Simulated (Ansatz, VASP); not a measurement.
## B: VASP beside Ansatz

INCAR

```
SYSTEM = B
ALGO = Normal
DIPOL = 0.5 0.5 0.500
EDIFF = 1E-6
ENCUT = 520
GGA = PE
IDIPOL = 3
ISIF = 2
ISMEAR = 0
LASPH = .True.
LCHARG = .False.
LDIPOL = .True.
LREAL = .False.
LWAVE = .False.
NBANDS = 10
NELM = 60
PREC = Accurate
SIGMA = 0.1
```

File KPOINTS:

```
k-points
0
Gamma
  8 8 1
  0 0 0
```

The input POSCAR:

```
B
1.0
    2.0772840000      0.0000000000      0.0000000000
    0.0000000000      2.0772840000      0.0000000000
    0.0000000000      0.0000000000     16.0000000000
B
2
Direct
    0.0000000000      0.0000000000      0.5408335700
    0.0000000000      0.0000000000      0.4591664300
```

Input for Ansatz:

```yaml
crystal:
  lattice:
    - [2.077284, 0.0, 0.0]
    - [0.0, 2.077284, 0.0]
    - [0.0, 0.0, 16.0]
  atoms:
    - { symbol: B, position: [0.0, 0.0, 0.54083357] }
    - { symbol: B, position: [0.0, 0.0, 0.45916643] }
  periodic: [true, true, false]
basis:
  ecutwfc: 420
kpoints:
  mp_grid: { grid: [8, 8, 1] }
hamiltonian:
  xc: pbe
scf:
  occupations: { method: gaussian, width: 0.1 }
  lower_state_search: "off"
output:
  forces: true
  stress: true
  eigenvalues: true
```

Alike in both runs: task single point; functional PBE; k mesh 8 × 8 × 1; occupations gaussian, width 0.1 eV; no spin polarisation.

|  | VASP | Ansatz |
| --- | --- | --- |
| version | VASP 6.6.1 | Ansatz 0.2.0 |
| potentials or method | VASP PAW PBE potentials, release 64 (B), cutoff 520 eV | scalar-relativistic, plane waves, PAW |
| valence electrons in the cell | 6 | 6 |

```csv
,VASP,Ansatz,Ansatz less VASP
gap on the k mesh at the Fermi level (eV),none,none,-
rms of the force components (eV/Å),8.894,8.839,-0.0550
```

Atom by atom the forces differ by 0.055 eV/Å (rms over components). A gap of «none» marks a metal or a gap that the smearing closes. Ansatz's warnings: slab cell height set.

The k mesh is coarse, so the values compare programs but aren't converged.
